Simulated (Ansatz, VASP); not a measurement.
**ScAl in VASP and in Ansatz**

Contents of INCAR:

```
SYSTEM = ScAl
ALGO = Normal
EDIFF = 1E-8
ENCUT = 520
GGA = PS
ISIF = 2
ISMEAR = -1
LASPH = .TRUE.
LCHARG = .FALSE.
LEFG = .TRUE.
LREAL = .FALSE.
LWAVE = .FALSE.
NBANDS = 22
NELM = 80
PREC = Accurate
SIGMA = 0.05
```

The input KPOINTS:

```
k-points
0
G
  9 9 10
  0 0 0
```

The input POSCAR:

```
ScAl
1.0
    1.6443946465     -5.5122241900      0.0000000000
    1.6443946465      5.5122241900      0.0000000000
    0.0000000000      0.0000000000      4.3352079629
Sc Al
2 2
Direct
    0.8373527558      0.1626472442      0.7500000000
    0.1626472442      0.8373527558      0.2500000000
    0.5693999258      0.4306000742      0.7500000000
    0.4306000742      0.5693999258      0.2500000000
```

Input for Ansatz:

```yaml
crystal:
  lattice:
    - [1.6443946465, -5.51222419, 0.0]
    - [1.6443946465, 5.51222419, 0.0]
    - [0.0, 0.0, 4.3352079629]
  atoms:
    - { symbol: Sc, position: [0.8373527558, 0.1626472442, 0.75] }
    - { symbol: Sc, position: [0.1626472442, 0.8373527558, 0.25] }
    - { symbol: Al, position: [0.5693999258, 0.4306000742, 0.75] }
    - { symbol: Al, position: [0.4306000742, 0.5693999258, 0.25] }
kpoints:
  mp_grid: { grid: [9, 9, 10] }
scf:
  occupations: { method: fermi_dirac, width: 0.05 }
hamiltonian:
  xc: pbesol
  pseudopotentials: { kind: paw }
output:
  forces: true
  stress: true
  eigenvalues: true
  efg: { contact_densities: true }
  populations: true
```

Alike in both runs: task electric field gradients; functional PBEsol; k mesh 9 × 9 × 10; occupations fermi-dirac, width 0.05 eV; no spin polarisation.

|  | VASP | Ansatz |
| --- | --- | --- |
| version | VASP 6.6.1 | Ansatz 0.2.0 |
| potentials or method | VASP PAW PBE potentials, release 64 (Sc_sv, Al) | PAW with Ansatz's default frozen-core files, scalar-relativistic |
| plane-wave cutoff (eV) | 520 | 420 |
| valence electrons in the cell | 28 | 28 |

|  | VASP | Ansatz | Ansatz less VASP |
| --- | --- | --- | --- |
| pressure (GPa) | 0.1 | 0.0 | -0.12 |
| size of Vzz on the site where it differs most (V/Å²) | 23.2 | 22.7 | -0.51 |

VASP's potentials were made for PBE, not for PBEsol.
